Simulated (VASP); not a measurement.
Write the native input for VASP 6.6.1 that does the following.

```yaml
Task: single point
Functional: LDA
Potentials_or_basis: VASP PAW PBE potentials, release 64 (Eu, O)
Cutoff: 600 eV
k_mesh: 8 × 8 × 8
Occupations: gaussian, width 0.05 eV
Spin: collinear spin, ferromagnetic start
Starting_moments: "[7.35, -0.09] μB"
Hubbard_terms: Eu f U = 6.0 eV
Dipole_correction: no
Further_INCAR_settings: ALGO = Normal; EDIFF = 1e-06; NBANDS = 22
```

The structure of EuO lies in POSCAR:

```
EuO
1.0
    0.0000000000      2.4749742730      2.4749742730
    2.4749742730      0.0000000000      2.4749742730
    2.4749742730      2.4749742730      0.0000000000
Eu O
1 1
Direct
    0.5000000000      0.5000000000      0.5000000000
    0.0000000000      0.0000000000      0.0000000000
```

These files were run (other wordings do the same):

INCAR

```
PREC     = Accurate       # precision mode
ENCUT    = 600            # plane-wave cutoff, eV
EDIFF    = 1E-6           # SCF threshold, eV
ISMEAR   = 0              # smearing method
SIGMA    = 0.05           # smearing width, eV
LREAL    = False          # projectors in reciprocal space
LASPH    = True           # aspherical terms in the spheres
NELM     = 200            # most SCF steps
ALGO     = Normal         # electronic algorithm
ISIF     = 2              # what is computed and relaxed
LWAVE    = False          # write WAVECAR
LCHARG   = False          # write CHGCAR
ISPIN    = 2              # spin polarisation
MAGMOM   = 7.35 -0.09     # initial moments
LORBIT   = 11             # projections on sites
LMAXMIX  = 6              # l up to which the mixer works
LDAU     = True           # DFT+U
LDAUTYPE = 2            
LDAUL    = 3 -1           # shell
LDAUU    = 6 0            # U, eV
LDAUJ    = 0 0          
LDAUPRINT= 1            
GGA      = CA             # functional
NBANDS   = 22             # bands
GGA_COMPAT= False
```

KPOINTS

```
regular mesh
0
Gamma
  8 8 8
```

Potentials or basis: VASP PAW PBE potentials, release 64 (Eu, O).

Command:

```bash
$ cat potpaw_PBE.64/Eu/POTCAR potpaw_PBE.64/O/POTCAR > POTCAR
$ mpirun -np 1 vasp_std > vasp.out
```

It gave:

| Property | Result |
| --- | --- |
| Pressure | 4.4 GPa |
| Band gap on the k mesh | zero (filled and empty bands overlap) |
| Net moment | 7.00 μB per cell |
| Site moments | Eu +6.73; O -0.09 μB |
| Valence electrons inside the program's atomic spheres | Eu 14.96; O 4.96 |

Caveat: the cell stands under pressure; the PAW data sets were made with another functional, which shifts forces and pressure a little; spin-orbit coupling is left out, which moves the levels of the heavy elements; a cell with one magnetic atom can't hold antiferromagnetic order, which such compounds often take.

It took 82 s on 1 thread of Intel Xeon 8259CL, with other jobs on the host, peak memory 0.19 GiB.
